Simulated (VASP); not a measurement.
SnSe: single point with PBE

The system is SnSe.

```
Sn Se
1.0
     0.00000    2.97209    2.97209
     2.97209    0.00000    2.97209
     2.97209    2.97209    0.00000
Sn Se
1 1
Cartesian
  0.0000 0.0000 0.0000
  2.9721 2.9721 2.9721
```

This cell differs from its parent crystal: strain -1.0%.

- Program: VASP 6.6.1
- Task: single point
- Functional: PBE
- Potentials or basis: VASP PAW PBE potentials, release 64 (Sn_d, Se)
- Cutoff: 500 eV
- k mesh: 8 × 8 × 8
- Occupations: fermi-dirac, width 0.02 eV
- Spin: no spin polarisation
- Dipole correction: no
- Further INCAR settings: ALGO = Normal; EDIFF = 1e-06; NBANDS = 17

```
Pressure               : 3.1 GPa
Band gap on the k mesh : 0.72 eV (least direct gap 0.75 eV)
```

Levels at points of the mesh, in eV from the valence-band top:
```csv
k point,band 6,band 7,band 8,band 9,band 10,band 11,band 12,band 13,band 14,band 15
"(0.00, 0.00, 0.00)",-14.10,-4.91,-2.27,-2.27,-2.27,4.49,4.49,4.49,5.85,5.85
"(0.50, 0.00, 0.00)",-13.09,-8.22,-2.02,-2.02,0.00,0.75,1.26,1.26,8.38,10.28
"(0.50, 0.50, 0.00)",-12.77,-5.98,-5.71,-3.79,-3.79,2.93,5.60,5.60,6.25,10.60
```

It took 36 s on 1 thread of Intel Xeon 8259CL, on a shared host, peak memory 0.19 GiB.

Caveat: the cell differs from its parent crystal (strain -1.0%); the cell stands under pressure; spin-orbit coupling is left out, which moves the levels of the heavy elements. A k mesh can miss the band edges.
